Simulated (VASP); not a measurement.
# MgI2 (R-3m) in VASP: single point with HSE06

Aim: the single point of MgI2 with HSE06.

Program: VASP 6.6.1. These are calculated values, not measurements. Logs are shortened: lines on timing, memory, paths and dates and some standing lists are left out, and cuts for length are marked.

### Step 1. The cell of the first run

Symmetry: R-3m, No. 166, trigonal system. The conventional cell has a = 5.311 Å, b = 5.311 Å, c = 12.620 Å, α = 90.00°, β = 90.00°, γ = 120.00°. Mg (site symmetry -3m) has 8 I at 3.15 to 3.24 Å within 4.1 Å. I (site symmetry 3m) has 4 Mg at 3.15 to 3.24 Å and 6 I at 3.71 to 3.73 Å within 4.1 Å.

### Step 2. Single point, HSE06 (strain along [111] -3.0%)

POSCAR reads:

```
MgI2
1.0
   -0.0751144117      3.6806061742      3.6806061742
    3.6806061742     -0.0751144117      3.6806061742
    3.6806061742      3.6806061742     -0.0751144117
Mg I
1 2
Direct
    0.0000000000      0.0000000000      0.0000000000
    0.2493108030      0.2493108030      0.2493108030
    0.7506891970      0.7506891970      0.7506891970
```

INCAR.step1 reads:

```
PREC = Accurate
ENCUT = 520
EDIFF = 1E-5
ISMEAR = 0
SIGMA = 0.01
LREAL = F
LASPH = T
NELM = 80
ALGO = Normal
ISIF = 2
LWAVE = T
NBANDS = 15
GGA = PE
```

INCAR.step2 reads:

```
PREC = Accurate
ENCUT = 520
EDIFF = 1E-6
ISMEAR = 0
SIGMA = 0.01
LREAL = F
LASPH = T
NELM = 80
ALGO = Normal
ISIF = 2
LWAVE = F
LCHARG = T
GGA = PE
LHFCALC = T
HFSCREEN = 0.2079
PRECFOCK = Normal
LELF = T
LVHAR = T
NBANDS = 15
ISTART = 1
```

KPOINTS reads:

```
regular mesh
0
Gamma
  4 4 4
```

Potentials or basis: VASP PAW PBE potentials, release 64 (Mg, I).

Run with:

```bash
$ cat potpaw_PBE.64/Mg/POTCAR potpaw_PBE.64/I/POTCAR > POTCAR
$ cp INCAR.step1 INCAR
$ mpirun -np 1 vasp_std > vasp.out
$ cp INCAR.step2 INCAR
$ mpirun -np 1 vasp_std > vasp.out
```

OUTCAR:

```text
PREC = Accurate
   ENCUT = 520
   EDIFF = 1E-6
   ISMEAR = 0
   LREAL = F
   LASPH = T
   NELM = 80
   ISIF = 2
   GGA = PE
   LHFCALC = T
   HFSCREEN = 0.2079
   PRECFOCK = Normal
   ISTART = 1

 ion  position               nearest neighbor table
   1  0.000  0.000  0.000-   2 3.15   3 3.15   3 3.24   3 3.24   3 3.24   2 3.24   2 3.24   2 3.24

   2  0.249  0.249  0.249-   1 3.15   1 3.24   1 3.24   1 3.24
   3  0.751  0.751  0.751-   1 3.15   1 3.24   1 3.24   1 3.24

  LATTYP: Found a trigonal (rhomboedric) cell.
 ALAT       =     5.2057051198
 COS(alpha) =     0.4794919842

  Lattice vectors:

 A1 = (  -0.0751144117,   3.6806061742,   3.6806061742)
 A2 = (   3.6806061742,  -0.0751144117,   3.6806061742)
 A3 = (   3.6806061742,   3.6806061742,  -0.0751144117)

Analysis of symmetry for initial positions (statically):
=====================================================================
 Subroutine PRICEL returns:
 Original cell was already a primitive cell.

 Routine SETGRP: Setting up the symmetry group for a
 trigonal (rhombohedral) supercell.

 Subroutine GETGRP returns: Found 12 space group operations
 (whereof 12 operations were pure point group operations)
 out of a pool of 12 trial point group operations.

The static configuration has the point symmetry D_3d.

Analysis of symmetry for dynamics (positions and initial velocities):
=====================================================================
 Subroutine PRICEL returns:
 Original cell was already a primitive cell.

 Routine SETGRP: Setting up the symmetry group for a
 trigonal (rhombohedral) supercell.

 Subroutine GETGRP returns: Found 12 space group operations
 (whereof 12 operations were pure point group operations)
 out of a pool of 12 trial point group operations.

The dynamic configuration has the point symmetry D_3d.

 Subroutine INISYM returns: Found 12 space group operations
 (whereof 12 operations are pure point group operations),
 and found     1 'primitive' translations

----------------------------------------------------------------------------------------

                                     Primitive cell

  volume of cell :     102.7736

  direct lattice vectors                    reciprocal lattice vectors
    -0.075114412  3.680606174  3.680606174    -0.131757768  0.134502721  0.134502721
     3.680606174 -0.075114412  3.680606174     0.134502721 -0.131757768  0.134502721
     3.680606174  3.680606174 -0.075114412     0.134502721  0.134502721 -0.131757768

  length of vectors
     5.205705120  5.205705120  5.205705120     0.231391602  0.231391602  0.231391602

  position of ions in fractional coordinates (direct lattice)
     0.000000000  0.000000000  0.000000000
     0.249310803  0.249310803  0.249310803
     0.750689197  0.750689197  0.750689197

  ion indices of the primitive-cell ions
   primitive index   ion index
                 1           1
                 2           2
                 3           3

----------------------------------------------------------------------------------------

 KPOINTS: regular mesh

Automatic generation of k-mesh.
 Grid dimensions read from file:
 generate k-points for:    4    4    4

 Generating k-lattice:

  Cartesian coordinates                     Fractional coordinates (reciprocal lattice)
    -0.032939442  0.033625680  0.033625680     0.250000000 -0.000000000 -0.000000000
     0.033625680 -0.032939442  0.033625680    -0.000000000  0.250000000 -0.000000000
     0.033625680  0.033625680 -0.032939442    -0.000000000 -0.000000000  0.250000000

  Length of vectors
     0.057847900  0.057847900  0.057847900

  Shift w.r.t. Gamma in fractional coordinates (k-lattice)
     0.000000000  0.000000000  0.000000000

 Subroutine IBZKPT returns following result:
 ===========================================

 Found     13 irreducible k-points:

 Following reciprocal coordinates:
            Coordinates               Weight
  0.000000  0.000000  0.000000      1.000000
  0.250000 -0.000000 -0.000000      6.000000
  0.500000 -0.000000 -0.000000      3.000000
  0.250000  0.250000 -0.000000      6.000000
  0.500000  0.250000 -0.000000     12.000000
 -0.250000  0.250000  0.000000      6.000000
  0.500000  0.500000 -0.000000      3.000000
  0.250000  0.250000  0.250000      2.000000
  0.500000  0.250000  0.250000      6.000000
 -0.250000  0.250000  0.250000      6.000000
  0.500000  0.500000  0.250000      6.000000
 -0.250000  0.500000  0.250000      6.000000
  0.500000  0.500000  0.500000      1.000000
   k-points           NKPTS =     13   k-points in BZ     NKDIM =     64   number of bands    NBANDS=     15
   number of dos      NEDOS =    301   number of ions     NIONS =      3
   total plane-waves  NPLWV =  64000
   dimension x,y,z NGX =    40 NGY =   40 NGZ =   40
   dimension x,y,z NGXF=    80 NGYF=   80 NGZF=   80
   ions per type =               1   2
   NGX,Y,Z   is equivalent  to a cutoff of  12.77, 12.77, 12.77 a.u.
   NGXF,Y,Z  is equivalent  to a cutoff of  25.55, 25.55, 25.55 a.u.
 SYSTEM =  unknown system
   PREC   = accura    normal or accurate (medium, high low for compatibility)
   ISTART =      1    job   : 0-new  1-cont  2-samecut
   ICHARG =      0    charge: 1-file 2-atom 10-const
   ISPIN  =      1    spin polarized calculation?
   LNONCOLLINEAR =      F non collinear calculations
   LSORBIT =      F    spin-orbit coupling
   LASPH  =      T    aspherical Exc in radial PAW
   ENCUT  =  520.0 eV  38.22 Ry    6.18 a.u.   9.68  9.68  9.68*2*pi/ulx,y,z
   NELM   =     80;   NELMIN=  2; NELMDL=  0     # of ELM steps
   EDIFF  = 0.1E-05   stopping-criterion for ELM
   LREAL  =      F    real-space projection
   EDIFFG = 0.1E-04   stopping-criterion for IOM
   NSW    =      0    number of steps for IOM
   IBRION =     -1    ionic relax: 0-MD 1-quasi-New 2-CG
   NFREE  =      0    steps in history (QN), initial steepest desc. (CG)
   ISIF   =      2    stress and relaxation
   ISYM   =      3    0-nonsym 1-usesym 2-fastsym
   POTIM  = 0.5000    time-step for ionic-motion
   TEBEG  =    0.0;   TEEND  =   0.0 temperature during run
   PSTRESS=    0.0 pullay stress
   NELECT =      16.0000    total number of electrons
   NUPDOWN=      -1.0000    fix difference up-down
   EMIN   =  10.00;   EMAX   =-10.00  energy-range for DOS
   EFERMI =   0.00;   METHOD = LEGACY
   ISMEAR =     0;   SIGMA  =   0.01  broadening in eV -4-tet -1-fermi 0-gaus
   EFERMI_NEDOS =   21; number of points for ismear=-14 and -15
   IALGO  =     38    algorithm
   IMIX   =      1    mixing-type and parameters
     AMIX     =   0.40;   BMIX     =  1.00
     AMIX_MAG =   1.60;   BMIX_MAG =  1.00
  volume/ion in A,a.u.               =      34.26       231.18
  Fermi-wavevector in a.u.,A,eV,Ry     =   0.880686  1.664255 10.552779  0.775607
  Thomas-Fermi vector in A             =   2.001080
   LORBIT       =      0    0 simple, 1 ext, 2 COOP (PROOUT), +10 PAW based schemes
   GGA     = PE    functional components
   LHFCALC =     T    Hartree Fock is set to
   PRECFOCK=normal    Normal, Fast or Accurate (Low or Medium for compatibility)
   ENCUT4O =  -1.0   cutoff for four orbital integrals eV
   NKREDX  =     1    reduce k-point grid by
   NKREDY  =     1    reduce k-point grid by
   NKREDZ  =     1    reduce k-point grid by
   AEXX    =    0.2500 exact exchange contribution
   HFSCREEN=    0.2079 screening length (either q_TF or 0.3 A-1)
   HFSCREENC=   0.2079 screening length for correlation (either q_TF or 0.3 A-1)
   ENCUTFOCK=  -1.0 apply spherical cutoff to Coloumb kernel
   IVDW    =     0    specifies the selected vdW correction
   LEPSILON=     F    determine dielectric tensor
   LRPA    =     F    only Hartree local field effects (RPA)
 non-spin polarized calculation
 Gauss-broadening in eV      SIGMA  =   0.01
  energy-cutoff  :      520.00
  volume of cell :      102.77
 maximum number of plane-waves:      2782
 NGX is ok and might be reduce to    40
  NGX = 30; NGY = 30; NGZ = 30

 number of electron      16.0000000 magnetization

 Free energy of the ion-electron system (eV)
  ---------------------------------------------------
  ext. energy  EPLUGINS =         0.00000000
  ---------------------------------------------------
  free energy    TOTEN  =        -7.78213739 eV

  energy without entropy =       -7.78213739  energy(sigma->0) =       -7.78213739

 E-fermi :   3.0726     XC(G=0):  -6.9037

 val. band max:        3.0280481664   @ k =   0.5000   0.5000  -0.0000
 cond. band min:       4.4826785453   @ k =   0.0000   0.0000   0.0000
 fundamental gap:      1.4546303789
 Fermi energy:         3.0726333321

 k-point     1 :       0.0000    0.0000    0.0000
  band No.  band energies     occupation
      1     -11.2265      2.00000
      2      -9.3546      2.00000
      3      -0.3725      2.00000
      4      -0.3725      2.00000
      5      -0.2754      2.00000
      6       1.6317      2.00000
      7       1.8281      2.00000
      8       1.8281      2.00000
      9       4.4827      0.00000
     10       6.7669      0.00000
     11       6.7669      0.00000
     12       7.0565      0.00000
     13       8.9757      0.00000
     14       8.9757      0.00000
     15      10.4730      0.00000

 k-point     2 :       0.2500   -0.0000   -0.0000
  band No.  band energies     occupation
      1     -10.9701      2.00000
      2      -9.6463      2.00000
      3      -0.4684      2.00000
      4      -0.2168      2.00000
      5      -0.1703      2.00000
      6       0.7482      2.00000
      7       1.1650      2.00000
      8       1.2546      2.00000
      9       5.8221      0.00000
     10       7.4715      0.00000
     11       7.7142      0.00000
     12       7.7431      0.00000
     13      10.1990      0.00000
     14      10.2106      0.00000
     15      11.7766      0.00000
[... 167 lines left out ...]
      3      -2.2035      2.00000
      4      -1.5853      2.00000
      5       0.2491      2.00000
      6       0.3074      2.00000
      7       2.6451      2.00000
      8       2.8066      2.00000
      9       5.7687      0.00000
     10       7.9150      0.00000
     11       9.3278      0.00000
     12       9.5631      0.00000
     13      11.7404      0.00000
     14      11.8311      0.00000
     15      12.0368      0.00000

 k-point    13 :       0.5000    0.5000    0.5000
  band No.  band energies     occupation
      1     -10.3275      2.00000
      2     -10.2860      2.00000
      3      -0.8260      2.00000
      4       0.1236      2.00000
      5       0.1236      2.00000
      6       0.1609      2.00000
      7       0.4688      2.00000
      8       0.4688      2.00000
      9       6.7349      0.00000
     10       9.1487      0.00000
     11       9.1487      0.00000
     12       9.9401      0.00000
     13      10.5848      0.00000
     14      10.5848      0.00000
     15      11.3758      0.00000

------------------------ aborting loop because EDIFF is reached ----------------------------------------

  FORCE on cell =-STRESS in cart. coord.  units (eV):
  Direction    XX          YY          ZZ          XY          YZ          ZX
  --------------------------------------------------------------------------------------
  -------------------------------------------------------------------------------------
  Total        0.2541623      0.2541623      0.2541623     -0.2385201     -0.2385201     -0.2385201
  in kB        3.9622348      3.9622348      3.9622348     -3.7183814     -3.7183814     -3.7183814
  external PRESSURE =       3.9622348 kB  Pullay stress =       0.0000000 kB

 VOLUME and BASIS-vectors are now :
 -----------------------------------------------------------------------------
  energy-cutoff  :      520.00
  volume of cell :      102.77
      direct lattice vectors                 reciprocal lattice vectors
    -0.075114412  3.680606174  3.680606174    -0.131757768  0.134502721  0.134502721
     3.680606174 -0.075114412  3.680606174     0.134502721 -0.131757768  0.134502721
     3.680606174  3.680606174 -0.075114412     0.134502721  0.134502721 -0.131757768

 POSITION                                       TOTAL-FORCE (eV/Angst)
 -----------------------------------------------------------------------------------
      0.00000      0.00000      0.00000         0.000000      0.000000     -0.000000
      1.81650      1.81650      1.81650        -0.009165     -0.009165     -0.009165
      5.46960      5.46960      5.46960         0.009165      0.009165      0.009165
 -----------------------------------------------------------------------------------
    total drift:                               -0.000056     -0.000037     -0.000055

  FREE ENERGIE OF THE ION-ELECTRON SYSTEM (eV)
  ---------------------------------------------------
  free  energy   TOTEN  =        -7.7821373927 eV

  energy  without entropy=       -7.7821373927  energy(sigma->0) =       -7.78213739
```

Run time: 25 min. Hardware: 1 thread of Intel Xeon Platinum 8259CL at 2.50GHz (Skylake/Cascade Lake), shared host; peak memory 0.36 GiB.

Results:

```
Free energy            : -7.7821 eV
Pressure               : 0.4 GPa
Largest force          : 0.016 eV/Å
Band gap on the k mesh : 1.45 eV (least direct gap 1.75 eV)
```

Forces on the atoms (eV/Å):
```
Mg   0.000  0.000  0.000
I   -0.009 -0.009 -0.009
I    0.009  0.009  0.009
```

Caveat: the cell differs from its parent crystal (strain along [111] -3.0%); the structure was generated, so it needn't be the stable form of MgI2; the PAW data sets were made with another functional, which shifts forces and pressure a little; spin-orbit coupling is left out, which moves the levels of the heavy elements.
